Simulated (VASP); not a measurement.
# Ga (P6/mmm) in VASP: relaxation of cell and atoms with PBEsol

Aim: the relaxation of cell and atoms of Ga with PBEsol.

Program: VASP 6.6.1. These are calculated values, not measurements. Logs are shortened: lines on timing, memory, paths and dates and some standing lists are left out, and cuts for length are marked.

## Step 1: The cell of the first run

The structure is hexagonal, space group P6/mmm (No. 191). The conventional cell has a = 3.989 Å, b = 3.989 Å, c = 2.369 Å, α = 90.00°, β = 90.00°, γ = 120.00°. Ga (site symmetry 6/mmm) has 14 Ga at 2.37 to 2.59 Å within 3.1 Å. Ga (site symmetry -6m2) has 11 Ga at 2.30 to 2.59 Å within 3.0 Å.

This isn't the form of Ga at room conditions, which is orthorhombic.

## Step 2: Relaxation of cell and atoms, PBEsol, target pressure 100 GPa, at which the enthalpy is minimised

The input, INCAR:

```
SYSTEM = Ga
PREC     = Accurate       ! precision mode
ENCUT    = 600            ! plane-wave cutoff, eV
EDIFF    = 1E-6           ! SCF threshold, eV
ISMEAR   = -1             ! smearing method
SIGMA    = 0.08           ! smearing width, eV
LREAL    = .FALSE.        ! projectors in reciprocal space
LASPH    = .TRUE.         ! aspherical terms in the spheres
NELM     = 100            ! most SCF steps
ALGO     = Normal         ! electronic algorithm
ISIF     = 3              ! what is computed and relaxed
LWAVE    = .FALSE.        ! write WAVECAR
LCHARG   = .FALSE.        ! write CHGCAR
GGA      = PS             ! functional
IBRION   = 2              ! ionic algorithm
NSW      = 32             ! ionic steps
EDIFFG   = -0.005         ! ionic threshold
PSTRESS  = 1000.0
```

The input, KPOINTS:

```
Automatic mesh
0
G
  9 9 13
  0 0 0
```

The input, POSCAR:

```
Ga
1.0
    3.9891136828      0.0000000000      0.0000000000
   -1.9945568414      3.4546737879      0.0000000000
    0.0000000000      0.0000000000      2.3690598625
Ga
3
Direct
    0.0000000000      0.0000000000      0.0000000000
    0.3333333333      0.6666666667      0.5000000000
    0.6666666667      0.3333333333      0.5000000000
```

Potentials or basis: VASP PAW PBE potentials, release 64 (Ga_d).

The run is started by

```sh
$ cat potpaw_PBE.64/Ga_d/POTCAR > POTCAR
$ mpirun -np 1 vasp_std > vasp.out
```

OUTCAR:

```text
SYSTEM = Ga
   PREC = Accurate
   ENCUT = 600
   EDIFF = 1E-6
   ISMEAR = -1
   LREAL = .FALSE.
   LASPH = .TRUE.
   NELM = 100
   ISIF = 3
   GGA = PS
   IBRION = 2
   NSW = 32
   EDIFFG = -0.005
   PSTRESS = 1000.0

 ion  position               nearest neighbor table
   1  0.000  0.000  0.000-   2 2.59   3 2.59   2 2.59   3 2.59   3 2.59   3 2.59   2 2.59   2 2.59
                             3 2.59   3 2.59   2 2.59   2 2.59
   2  0.333  0.667  0.500-   3 2.30   3 2.30   3 2.30   1 2.59   1 2.59   1 2.59   1 2.59   1 2.59
                             1 2.59
   3  0.667  0.333  0.500-   2 2.30   2 2.30   2 2.30   1 2.59   1 2.59   1 2.59   1 2.59   1 2.59
                             1 2.59

  LATTYP: Found a hexagonal cell.
 ALAT       =     3.9891136828
 C/A-ratio  =     0.5938812606

  Lattice vectors:

 A1 = (   3.9891136828,   0.0000000000,   0.0000000000)
 A2 = (  -1.9945568414,   3.4546737879,   0.0000000000)
 A3 = (   0.0000000000,   0.0000000000,   2.3690598625)

Analysis of symmetry for initial positions (statically):
=====================================================================
 Subroutine PRICEL returns:
 Original cell was already a primitive cell.

 Routine SETGRP: Setting up the symmetry group for a
 hexagonal supercell.

 Subroutine GETGRP returns: Found 24 space group operations
 (whereof 24 operations were pure point group operations)
 out of a pool of 24 trial point group operations.

The static configuration has the point symmetry D_6h.

Analysis of symmetry for dynamics (positions and initial velocities):
=====================================================================
 Subroutine PRICEL returns:
 Original cell was already a primitive cell.

 Routine SETGRP: Setting up the symmetry group for a
 hexagonal supercell.

 Subroutine GETGRP returns: Found 24 space group operations
 (whereof 24 operations were pure point group operations)
 out of a pool of 24 trial point group operations.

The dynamic configuration has the point symmetry D_6h.

 Subroutine INISYM returns: Found 24 space group operations
 (whereof 24 operations are pure point group operations),
 and found     1 'primitive' translations

----------------------------------------------------------------------------------------

                                     Primitive cell

  volume of cell :      32.6482

  direct lattice vectors                    reciprocal lattice vectors
     3.989113683  0.000000000  0.000000000     0.250682252  0.144731465  0.000000000
    -1.994556841  3.454673788  0.000000000     0.000000000  0.289462931  0.000000000
[... 97 lines left out ...]
   PSTRESS= 1000.0 pullay stress
   NELECT =      39.0000    total number of electrons
   NUPDOWN=      -1.0000    fix difference up-down
   EMIN   =  10.00;   EMAX   =-10.00  energy-range for DOS
   EFERMI =   0.00;   METHOD = LEGACY
   ISMEAR =    -1;   SIGMA  =   0.08  broadening in eV -4-tet -1-fermi 0-gaus
   EFERMI_NEDOS =   21; number of points for ismear=-14 and -15
   IALGO  =     38    algorithm
   IMIX   =      4    mixing-type and parameters
     AMIX     =   0.40;   BMIX     =  1.00
     AMIX_MAG =   1.60;   BMIX_MAG =  1.00
  volume/ion in A,a.u.               =      10.88        73.44
  Fermi-wavevector in a.u.,A,eV,Ry     =   1.737040  3.282530 41.052977  3.017309
  Thomas-Fermi vector in A             =   2.810340
   LORBIT       =      0    0 simple, 1 ext, 2 COOP (PROOUT), +10 PAW based schemes
   GGA     = PS    functional components
   LHFCALC =     F    Hartree Fock is set to
   AEXX    =    0.0000 exact exchange contribution
   IVDW    =     0    specifies the selected vdW correction
   LEPSILON=     F    determine dielectric tensor
   LRPA    =     F    only Hartree local field effects (RPA)
 conjugate gradient relaxation of ions
 non-spin polarized calculation
  energy-cutoff  :      600.00
  volume of cell :       32.65
 maximum number of plane-waves:      1119
 NGX is ok and might be reduce to    32
   NGX = 15   NGY = 15   NGZ =  9

--------------------------------------- Ionic step        1  -------------------------------------------

 number of electron      39.0000010 magnetization

 Free energy of the ion-electron system (eV)
  ---------------------------------------------------
  ext. energy  EPLUGINS =         0.00000000
  ---------------------------------------------------
  free energy    TOTEN  =        -5.77778795 eV

  energy without entropy =       -5.75812751  energy(sigma->0) =       -5.76795773

------------------------ aborting loop because EDIFF is reached ----------------------------------------

  FORCE on cell =-STRESS in cart. coord.  units (eV):
  Direction    XX          YY          ZZ          XY          YZ          ZX
  --------------------------------------------------------------------------------------
  -------------------------------------------------------------------------------------
  Total       20.5091313     20.5091313     20.5054218      0.0000000      0.0000000      0.0000000
  in kB     1006.4642529   1006.4642529   1006.2822141      0.0000000      0.0000000      0.0000000
  external PRESSURE =       6.4035733 kB  Pullay stress =    1000.0000000 kB
[... 65 lines left out ...]
--------------------------------------- Ionic step        3  -------------------------------------------

 number of electron      39.0000010 magnetization

 Free energy of the ion-electron system (eV)
  ---------------------------------------------------
  ext. energy  EPLUGINS =         0.00000000
  ---------------------------------------------------
  free energy    TOTEN  =        -5.80578023 eV

  energy without entropy =       -5.78611616  energy(sigma->0) =       -5.79594819

 E-fermi :  12.2420     XC(G=0): -14.2357

 val. band max:       12.1994284200   @ k =   0.2222   0.1111   0.0769
 cond. band min:      12.2897165880   @ k =   0.1111   0.1111   0.3077
 fundamental gap:      0.0902881680
 Fermi energy:        12.2420346522

 k-point     1 :       0.0000    0.0000    0.0000
  band No.  band energies     occupation
      1      -4.7283      2.00000
      2      -4.3144      2.00000
      3      -4.1044      2.00000
      4      -4.1016      2.00000
      5      -3.9538      2.00000
      6      -3.9538      2.00000
[... 613 lines left out ...]
     22      23.5014      0.00000
     23      23.5018      0.00000

 [... further k-points ...]

------------------------ aborting loop because EDIFF is reached ----------------------------------------

  FORCE on cell =-STRESS in cart. coord.  units (eV):
  Direction    XX          YY          ZZ          XY          YZ          ZX
  --------------------------------------------------------------------------------------
  -------------------------------------------------------------------------------------
  Total       20.4097076     20.4097076     20.4058226      0.0000000     -0.0000000      0.0000000
  in kB     1000.2148302   1000.2148303   1000.0244382      0.0000000     -0.0000000      0.0000000
  external PRESSURE =       0.1513662 kB  Pullay stress =    1000.0000000 kB
[... 22 lines left out ...]
  energy  without entropy=       -5.7861161599  energy(sigma->0) =       -5.79594819

  enthalpy is  TOTEN    =        14.5995436891 eV   P V=       20.4053239147

 reached required accuracy - stopping structural energy minimisation
```

CONTCAR:

```text
Ga
   1.00000000000000
     3.9909518214422279    0.0000000000000000    0.0000000000000000
    -1.9954759107211140    3.4562656626614454    0.0000000000000000
    -0.0000000000000000    0.0000000000000000    2.3701207572023968
  Ga
     3
Direct
     0.0000000000000000    1.0000000000000000    0.0000000000000000
     0.3333333332999970    0.6666666667000030    0.5000000000000000
     0.6666666667000030    0.3333333332999970    0.5000000000000000

  0.00000000E+00  0.00000000E+00  0.00000000E+00
  0.00000000E+00  0.00000000E+00  0.00000000E+00
  0.00000000E+00  0.00000000E+00  0.00000000E+00
```

Wall time 1.7 min (1 thread of Intel Xeon Platinum 8259CL at 2.50GHz (Skylake/Cascade Lake), shared host); peak memory 0.2 GiB.

What came out:

- Free energy: -5.8058 eV
- Relaxed volume: 10.90 Å³/atom
- Relaxed cell: a = 3.991 Å, b = 3.991 Å, c = 2.370 Å, α = 90.00°, β = 90.00°, γ = 120.00°
- Space group after relaxing (to 0.1 Å): P6/mmm (No. 191)
- Energy change on relaxing (the run minimises the enthalpy): -9.3 meV/atom
- Ionic steps: 3
- Pressure after relaxing: 100.0 GPa

The path:
```tsv
step	energy change (eV)	largest force (eV/Å)	pressure (GPa)	volume (Å³)
1	0.0000	0.0000	100.64	32.65
2	-0.1275	0.0000	97.82	32.85
3	-0.0280	0.0000	100.02	32.69
```

Final structure:
```xyz
3
Lattice="3.9910 0.0000 0.0000 -1.9955 3.4563 0.0000 0.0000 0.0000 2.3701" Properties=species:S:1:pos:R:3 pbc="T T T"
Ga   -1.9955    3.4563    0.0000
Ga    0.0000    2.3042    1.1851
Ga    1.9955    1.1521    1.1851
```

Levels at points of the mesh, in eV from the Fermi level:
| k point | band 16 | band 17 | band 18 | band 19 | band 20 | band 21 | band 22 | band 23 |
| --- | --- | --- | --- | --- | --- | --- | --- | --- |
| (0.00, 0.00, 0.00) | -15.33 | -3.18 | -3.18 | -3.16 | -3.16 | -2.23 | -2.05 | 9.27 |

Caveat: the cell is relaxed towards a set pressure, so the run minimises the enthalpy, not the energy; the highest band is partly filled, so the run has too few bands; the PAW data sets were made with another functional, which shifts forces and pressure a little.
